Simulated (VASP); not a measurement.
# BP (I-4m2) in VASP: further runs

BP is run at these levels: PBEsol; tasks: single point.

All numbers are computed with VASP 6.6.1; they aren't measurements. Logs are shortened: lines on timing, memory, paths and dates and some standing lists are left out, and cuts for length are marked.

### 1 The cell of the first run

Symmetry: I-4m2, No. 119, tetragonal system. The conventional cell has a = 3.209 Å, b = 3.209 Å, c = 4.356 Å, α = 90.00°, β = 90.00°, γ = 90.00°. Within 2.6 Å of B (site symmetry -4m2) lie 4 P at 1.94 Å. Within 2.6 Å of P (site symmetry -4m2) lie 4 B at 1.94 Å.

### 2 Single point, PBEsol (strain +0.000 along x and y, -0.040 along z)

Input file INCAR:

```
PREC = Accurate ; ENCUT = 520
EDIFF = 1E-6 ; ISMEAR = 0
SIGMA = 0.05 ; LREAL = F
LASPH = T ; NELM = 80
ALGO = Normal ; ISIF = 2
LWAVE = F ; LCHARG = F
GGA = PS ; NBANDS = 11
```

Input file KPOINTS:

```
regular mesh
0
Gamma
  10 10 10
```

Input file POSCAR:

```
BP
1.0
    0.0000000000      2.2690000000      2.1782400000
    2.2690000000      0.0000000000      2.1782400000
    2.2690000000      2.2690000000      0.0000000000
B P
1 1
Direct
    0.0000000000      0.0000000000      0.0000000000
    0.7500000000      0.7500000000      0.7500000000
```

Potentials or basis: VASP PAW PBE potentials, release 64 (B, P).

Command:

```bash
> cat potpaw_PBE.64/B/POTCAR potpaw_PBE.64/P/POTCAR > POTCAR
> mpirun -np 1 vasp_std > vasp.out
```

OUTCAR:

```text
PREC = Accurate
   ENCUT = 520
   EDIFF = 1E-6
   ISMEAR = 0
   LREAL = F
   LASPH = T
   NELM = 80
   ISIF = 2
   GGA = PS

 ion  position               nearest neighbor table
   1  0.000  0.000  0.000-   2 1.94   2 1.94   2 1.94   2 1.94
   2  0.750  0.750  0.750-   1 1.94   1 1.94   1 1.94   1 1.94

  LATTYP: Found a body centered tetragonal cell.
 ALAT       =     3.2088505730
 C/A-ratio  =     1.3576450199

  Lattice vectors:

 A1 = (   0.0000000000,  -2.2690000000,  -2.1782400000)
 A2 = (   0.0000000000,   2.2690000000,  -2.1782400000)
 A3 = (   2.2690000000,   0.0000000000,   2.1782400000)

Analysis of symmetry for initial positions (statically):
=====================================================================
 Subroutine PRICEL returns:
 Original cell was already a primitive cell.

 Routine SETGRP: Setting up the symmetry group for a
 body centered tetragonal supercell.

 Subroutine GETGRP returns: Found  8 space group operations
 (whereof  8 operations were pure point group operations)
 out of a pool of 16 trial point group operations.

The static configuration has the point symmetry D_2d.

Analysis of symmetry for dynamics (positions and initial velocities):
=====================================================================
 Subroutine PRICEL returns:
 Original cell was already a primitive cell.

 Routine SETGRP: Setting up the symmetry group for a
 body centered tetragonal supercell.

 Subroutine GETGRP returns: Found  8 space group operations
 (whereof  8 operations were pure point group operations)
 out of a pool of 16 trial point group operations.

The dynamic configuration has the point symmetry D_2d.

 Subroutine INISYM returns: Found  8 space group operations
 (whereof  8 operations are pure point group operations),
 and found     1 'primitive' translations

----------------------------------------------------------------------------------------

                                     Primitive cell

  volume of cell :      22.4287

  direct lattice vectors                    reciprocal lattice vectors
     0.000000000  2.269000000  2.178240000    -0.220361393  0.220361393  0.229543117
     2.269000000  0.000000000  2.178240000     0.220361393 -0.220361393  0.229543117
     2.269000000  2.269000000  0.000000000     0.220361393  0.220361393 -0.229543117

  length of vectors
     3.145328361  3.145328361  3.208850573     0.387050810  0.387050810  0.387050810

  position of ions in fractional coordinates (direct lattice)
     0.000000000  0.000000000  0.000000000
     0.750000000  0.750000000  0.750000000

  ion indices of the primitive-cell ions
   primitive index   ion index
                 1           1
                 2           2

----------------------------------------------------------------------------------------

 KPOINTS: regular mesh

Automatic generation of k-mesh.
 Grid dimensions read from file:
 generate k-points for:   10   10   10

 Generating k-lattice:

  Cartesian coordinates                     Fractional coordinates (reciprocal lattice)
    -0.022036139  0.022036139  0.022954312     0.100000000  0.000000000  0.000000000
     0.022036139 -0.022036139  0.022954312     0.000000000  0.100000000  0.000000000
     0.022036139  0.022036139 -0.022954312     0.000000000  0.000000000  0.100000000

  Length of vectors
     0.038705081  0.038705081  0.038705081

  Shift w.r.t. Gamma in fractional coordinates (k-lattice)
     0.000000000  0.000000000  0.000000000

 Subroutine IBZKPT returns following result:
 ===========================================

 Found    102 irreducible k-points:

 Following reciprocal coordinates:
            Coordinates               Weight
  0.000000  0.000000  0.000000      1.000000
  0.100000  0.000000  0.000000      8.000000
  0.200000  0.000000  0.000000      8.000000
  0.300000  0.000000  0.000000      8.000000
  0.400000  0.000000  0.000000      8.000000
  0.500000  0.000000  0.000000      4.000000
[... 16 lines left out ...]
  0.300000  0.300000  0.000000      2.000000
  0.400000  0.300000  0.000000      8.000000
 [... further k-points ...]
   k-points           NKPTS =    102   k-points in BZ     NKDIM =    102   number of bands    NBANDS=     11
   number of dos      NEDOS =    301   number of ions     NIONS =      2
   total plane-waves  NPLWV =  13824
   dimension x,y,z NGX =    24 NGY =   24 NGZ =   24
   dimension x,y,z NGXF=    48 NGYF=   48 NGZF=   48
   ions per type =               1   1
   NGX,Y,Z   is equivalent  to a cutoff of  12.69, 12.69, 12.43 a.u.
   NGXF,Y,Z  is equivalent  to a cutoff of  25.37, 25.37, 24.87 a.u.
 SYSTEM =  unknown system
   PREC   = accura    normal or accurate (medium, high low for compatibility)
   ISTART =      0    job   : 0-new  1-cont  2-samecut
   ICHARG =      2    charge: 1-file 2-atom 10-const
   ISPIN  =      1    spin polarized calculation?
   LNONCOLLINEAR =      F non collinear calculations
   LSORBIT =      F    spin-orbit coupling
   LASPH  =      T    aspherical Exc in radial PAW
   ENCUT  =  520.0 eV  38.22 Ry    6.18 a.u.   5.85  5.85  5.97*2*pi/ulx,y,z
   NELM   =     80;   NELMIN=  2; NELMDL= -5     # of ELM steps
   EDIFF  = 0.1E-05   stopping-criterion for ELM
   LREAL  =      F    real-space projection
   EDIFFG = 0.1E-04   stopping-criterion for IOM
   NSW    =      0    number of steps for IOM
   IBRION =     -1    ionic relax: 0-MD 1-quasi-New 2-CG
   NFREE  =      0    steps in history (QN), initial steepest desc. (CG)
   ISIF   =      2    stress and relaxation
   ISYM   =      2    0-nonsym 1-usesym 2-fastsym
   POTIM  = 0.5000    time-step for ionic-motion
   TEBEG  =    0.0;   TEEND  =   0.0 temperature during run
   PSTRESS=    0.0 pullay stress
   NELECT =       8.0000    total number of electrons
   NUPDOWN=      -1.0000    fix difference up-down
   EMIN   =  10.00;   EMAX   =-10.00  energy-range for DOS
   EFERMI =   0.00;   METHOD = LEGACY
   ISMEAR =     0;   SIGMA  =   0.05  broadening in eV -4-tet -1-fermi 0-gaus
   EFERMI_NEDOS =   21; number of points for ismear=-14 and -15
   IALGO  =     38    algorithm
   IMIX   =      4    mixing-type and parameters
     AMIX     =   0.40;   BMIX     =  1.00
     AMIX_MAG =   1.60;   BMIX_MAG =  1.00
  volume/ion in A,a.u.               =      11.21        75.68
  Fermi-wavevector in a.u.,A,eV,Ry     =   1.161012  2.193994 18.339948  1.347948
  Thomas-Fermi vector in A             =   2.297588
   LORBIT       =      0    0 simple, 1 ext, 2 COOP (PROOUT), +10 PAW based schemes
   GGA     = PS    functional components
   LHFCALC =     F    Hartree Fock is set to
   AEXX    =    0.0000 exact exchange contribution
   IVDW    =     0    specifies the selected vdW correction
   LEPSILON=     F    determine dielectric tensor
   LRPA    =     F    only Hartree local field effects (RPA)
 non-spin polarized calculation
 Gauss-broadening in eV      SIGMA  =   0.05
  energy-cutoff  :      520.00
  volume of cell :       22.43
 maximum number of plane-waves:       620
   NGX = 11   NGY = 11   NGZ = 11

 number of electron       8.0000001 magnetization

 Free energy of the ion-electron system (eV)
  ---------------------------------------------------
  ext. energy  EPLUGINS =         0.00000000
  ---------------------------------------------------
  free energy    TOTEN  =       -13.64216244 eV

  energy without entropy =      -13.64216244  energy(sigma->0) =      -13.64216244

 E-fermi :   8.3895     XC(G=0): -11.2202

 val. band max:        8.1573368616   @ k =   0.0000   0.0000   0.0000
 cond. band min:       8.6176187541   @ k =   0.4000   0.4000   0.0000
 fundamental gap:      0.4602818925
 Fermi energy:         8.3894771272

 k-point     1 :       0.0000    0.0000    0.0000
  band No.  band energies     occupation
      1      -7.9704      2.00000
      2       7.7692      2.00000
      3       7.7692      2.00000
      4       8.1573      2.00000
      5      11.1755      0.00000
      6      11.4039      0.00000
      7      11.4039      0.00000
      8      15.8442      0.00000
      9      19.4309      0.00000
     10      19.5865      0.00000
     11      20.6333      0.00000

 k-point     2 :       0.1000    0.0000    0.0000
  band No.  band energies     occupation
      1      -7.7834      2.00000
      2       6.5401      2.00000
      3       7.4451      2.00000
      4       7.7510      2.00000
      5      11.5604      0.00000
      6      11.8164      0.00000
      7      11.9226      0.00000
      8      16.3202      0.00000
      9      18.9441      0.00000
     10      19.7502      0.00000
     11      20.0545      0.00000

 k-point     3 :       0.2000    0.0000    0.0000
  band No.  band energies     occupation
      1      -7.2287      2.00000
      2       4.1387      2.00000
      3       6.8277      2.00000
      4       7.1942      2.00000
      5      11.9144      0.00000
      6      12.4742      0.00000
      7      12.6168      0.00000
      8      17.3470      0.00000
      9      18.5161      0.00000
     10      18.9504      0.00000
     11      20.9987      0.00000

 k-point     4 :       0.3000    0.0000    0.0000
  band No.  band energies     occupation
      1      -6.3340      2.00000
      2       1.6984      2.00000
      3       6.2837      2.00000
      4       6.7289      2.00000
      5      11.8553      0.00000
      6      12.6430      0.00000
      7      13.0475      0.00000
      8      18.0336      0.00000
      9      19.3330      0.00000
     10      19.3991      0.00000
     11      21.3947      0.00000
[... 239 lines left out ...]
 k-point    22 :      -0.2000    0.2000    0.0000
  band No.  band energies     occupation
      1      -6.0789      2.00000
      2       2.6651      2.00000
      3       3.7311      2.00000
      4       6.3369      2.00000
      5      12.0666      0.00000
      6      13.3160      0.00000
      7      14.6948      0.00000
      8      16.4866      0.00000
      9      17.2161      0.00000
     10      21.4411      0.00000
     11      23.9317      0.00000

 k-point    23 :       0.3000    0.3000    0.0000
  band No.  band energies     occupation
      1      -5.6549      2.00000
      2       3.3504      2.00000
      3       4.2885      2.00000
      4       4.2885      2.00000
      5       8.9603      0.00000
      6      11.5815      0.00000
      7      16.9901      0.00000
      8      16.9901      0.00000
      9      21.8055      0.00000
     10      22.0864      0.00000
     11      25.1097      0.00000

 k-point    24 :       0.4000    0.3000    0.0000
  band No.  band energies     occupation
      1      -4.7585      2.00000
      2       1.8252      2.00000
      3       3.5893      2.00000
      4       3.9623      2.00000
      5       9.2331      0.00000
      6      11.1438      0.00000
      7      17.5319      0.00000
      8      17.6646      0.00000
      9      22.6278      0.00000
     10      23.2198      0.00000
     11      25.6854      0.00000

 [... further k-points ...]
[... 5 lines left out ...]
  --------------------------------------------------------------------------------------
  -------------------------------------------------------------------------------------
  Total        0.2488100      0.2488100      1.7077299      0.0000000      0.0000000     -0.0000000
  in kB       17.7735283     17.7735283    121.9902326      0.0000000      0.0000000     -0.0000000
  external PRESSURE =      52.5124297 kB  Pullay stress =       0.0000000 kB

 VOLUME and BASIS-vectors are now :
 -----------------------------------------------------------------------------
  energy-cutoff  :      520.00
  volume of cell :       22.43
      direct lattice vectors                 reciprocal lattice vectors
     0.000000000  2.269000000  2.178240000    -0.220361393  0.220361393  0.229543117
     2.269000000  0.000000000  2.178240000     0.220361393 -0.220361393  0.229543117
     2.269000000  2.269000000  0.000000000     0.220361393  0.220361393 -0.229543117

 POSITION                                       TOTAL-FORCE (eV/Angst)
 -----------------------------------------------------------------------------------
      0.00000      0.00000      0.00000        -0.000000     -0.000000     -0.000000
      3.40350      3.40350      3.26736         0.000000      0.000000      0.000000
 -----------------------------------------------------------------------------------
    total drift:                               -0.000000     -0.000000      0.000000

  FREE ENERGIE OF THE ION-ELECTRON SYSTEM (eV)
  ---------------------------------------------------
  free  energy   TOTEN  =       -13.6421624421 eV

  energy  without entropy=      -13.6421624421  energy(sigma->0) =      -13.64216244
```

Run time: 17 s. Hardware: 1 thread of Intel Xeon 8259CL, shared host; peak memory 0.15 GiB.

What came out:

```
Free energy            : -13.6422 eV
Pressure               : 5.3 GPa
Band gap on the k mesh : 0.46 eV, indirect (least direct gap 3.02 eV)
```

Caveat: the cell differs from its parent crystal (strain +0.000 along x and y, -0.040 along z); the PAW data sets were made with another functional, which shifts forces and pressure a little. A k mesh can miss the band edges.

### 3 Single point, PBEsol (strain -0.040 along x and y, +0.080 along z)

Input file INCAR:

```
SYSTEM = BP
PREC     = Accurate       ! precision mode
ENCUT    = 520            ! plane-wave cutoff, eV
EDIFF    = 1E-6           ! SCF threshold, eV
ISMEAR   = 0              ! smearing method
SIGMA    = 0.05           ! smearing width, eV
LREAL    = .False.        ! projectors in reciprocal space
LASPH    = .True.         ! aspherical terms in the spheres
NELM     = 80             ! most SCF steps
ALGO     = Normal         ! electronic algorithm
ISIF     = 2              ! what is computed and relaxed
LWAVE    = .False.        ! write WAVECAR
LCHARG   = .False.        ! write CHGCAR
GGA      = PS             ! functional
NBANDS   = 11             ! bands
```

Input file KPOINTS:

```
Automatic mesh
0
Gamma
  10 10 10
  0 0 0
```

Input file POSCAR:

```
BP
1.0
    0.0000000000      2.1782400000      2.4505200000
    2.1782400000      0.0000000000      2.4505200000
    2.1782400000      2.1782400000      0.0000000000
B P
1 1
Direct
    0.0000000000      0.0000000000      0.0000000000
    0.7500000000      0.7500000000      0.7500000000
```

Potentials or basis: VASP PAW PBE potentials, release 64 (B, P).

Command:

```bash
> cat potpaw_PBE.64/B/POTCAR potpaw_PBE.64/P/POTCAR > POTCAR
> mpirun -np 1 vasp_std > vasp.out
```

Run time: 18 s. Hardware: 1 thread of Intel Xeon 8259CL, shared host; peak memory 0.15 GiB.

Results (log left out):

* Free energy: -13.4772 eV
* Pressure: -1.2 GPa
* Band gap on the k mesh: 0.23 eV, indirect (least direct gap 2.79 eV)

Stress tensor (GPa, compression positive):
```
 10.75   0.00   0.00
  0.00  10.75   0.00
  0.00   0.00 -25.23
```

Levels at points of the mesh, in eV from the valence-band top:
```tsv
k point	band 2	band 3	band 4	band 5	band 6	band 7
(0.00, 0.00, 0.00)	-1.33	0.00	0.00	2.79	2.79	3.39
(0.50, 0.00, 0.00)	-9.57	-3.03	-1.38	2.11	4.81	4.89
(0.50, 0.50, 0.00)	-9.74	-3.74	-3.74	1.65	2.22	11.63
(0.50, 0.00, 0.50)	-8.70	-5.08	-4.83	0.40	0.55	10.04
```

Caveat: the cell differs from its parent crystal (strain -0.040 along x and y, +0.080 along z); the PAW data sets were made with another functional, which shifts forces and pressure a little.

### 4 Single point, PBEsol (strain +0.000 along x and y, +0.080 along z)

Input file INCAR:

```
SYSTEM = BP
PREC = Accurate
ENCUT = 520
EDIFF = 1E-7
ISMEAR = 0
SIGMA = 0.05
LREAL = .False.
LASPH = .True.
NELM = 60
ALGO = Normal
ISIF = 2
LWAVE = .False.
LCHARG = .False.
GGA = PS
NBANDS = 11
```

Input file KPOINTS:

```
regular mesh
0
Gamma
  10 10 10
  0 0 0
```

Input file POSCAR:

```
BP
1.0
    0.0000000000      2.2690000000      2.4505200000
    2.2690000000      0.0000000000      2.4505200000
    2.2690000000      2.2690000000      0.0000000000
B P
1 1
Direct
    0.0000000000      0.0000000000      0.0000000000
    0.7500000000      0.7500000000      0.7500000000
```

Command:

```bash
> cat potpaw_PBE.64/B/POTCAR potpaw_PBE.64/P/POTCAR > POTCAR
> mpirun -np 1 vasp_std > vasp.out
```

Run time: 38 s. Hardware: 1 thread of Intel Xeon 8259CL, shared host; peak memory 0.16 GiB.

The run converged. Its results:

| Item | Value |
| --- | --- |
| Free energy | -13.5033 eV |
| Pressure | -12.6 GPa |
| Band gap on the k mesh | 0.67 eV, indirect (least direct gap 2.88 eV) |

Stress tensor (GPa, compression positive):
```
 -5.69   0.00   0.00
  0.00  -5.69   0.00
  0.00   0.00 -26.46
```

Levels at points of the mesh, in eV from the valence-band top:
| k point | band 2 | band 3 | band 4 | band 5 | band 6 | band 7 |
| --- | --- | --- | --- | --- | --- | --- |
| (0.00, 0.00, 0.00) | -0.79 | 0.00 | 0.00 | 2.88 | 2.88 | 3.30 |
| (0.50, 0.00, 0.00) | -8.82 | -2.41 | -1.44 | 2.53 | 4.50 | 4.68 |
| (0.50, 0.50, 0.00) | -8.89 | -3.62 | -3.62 | 1.66 | 2.01 | 11.08 |
| (0.50, 0.00, 0.50) | -8.25 | -4.43 | -4.28 | 0.85 | 1.00 | 10.26 |

Caveat: the cell differs from its parent crystal (strain +0.000 along x and y, +0.080 along z); the PAW data sets were made with another functional, which shifts forces and pressure a little. A k mesh can miss the band edges.

### 5 Summary

| cell | gap on the mesh (eV) | pressure (GPa) |
| --- | --- | --- |
| a = 3.145, b = 3.145, c = 3.209 Å, angles 59.3, 59.3, 61.3°, 2 atoms | 0.46 | 5.3 |
| a = 3.279, b = 3.279, c = 3.080 Å, angles 62.0, 62.0, 56.0°, 2 atoms | 0.23 | -1.2 |
| a = 3.340, b = 3.340, c = 3.209 Å, angles 61.3, 61.3, 57.4°, 2 atoms | 0.67 | -12.6 |

Alike in all rows: task single point; level PBEsol; potentials or basis VASP PAW PBE potentials, release 64 (B, P); no spin polarisation; k mesh 10 × 10 × 10; cutoff (eV) 520; smearing gaussian 0.05 eV.

Caveats: the PAW data sets were made with another functional, which shifts forces and pressure a little.

Absolute energies hang on the potentials; compare differences alone.
